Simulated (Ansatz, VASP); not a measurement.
**One calculation of TeP2, two programs**

```
Te P
1.0
     3.68937    0.00000    0.00000
     0.00000    3.68937    0.00000
     0.00000    0.00000    5.02397
Te P
1 2
Cartesian
  0.0000 0.0000 0.0000
  1.8447 1.8447 1.4779
  1.8447 1.8447 3.5461
```

Change from the starting cell: species swapped into the Ga2Cu type (P4/mmm, No. 123).

Alike in both runs: functional PBE; k mesh 6 × 6 × 4; occupations gaussian, width 0.1 eV; no spin polarisation.

Ansatz relaxed the structure, and its values are those at the end. VASP's run is a single point on that final structure, the one shown.

|  | VASP | Ansatz |
| --- | --- | --- |
| version | VASP 6.6.1 | Ansatz 0.2.0 |
| potentials or method | VASP PAW PBE potentials, release 64 (Te, P), cutoff 520 eV | scalar-relativistic, plane waves, PAW |
| valence electrons in the cell | 16 | 26 |

```csv
,VASP,Ansatz,Ansatz less VASP
gap on the k mesh at the Fermi level (eV),none,none,-
pressure (GPa),0.1,0.2,+0.16
rms of the force components (eV/Å),0.010,0.011,+0.0015
```

A gap of «none» marks a metal or a gap that the smearing closes. VASP's potentials hold 16 valence electrons a cell and Ansatz's 26, so a difference there can come from the potentials and not from the codes.

Spin-orbit coupling is off throughout.
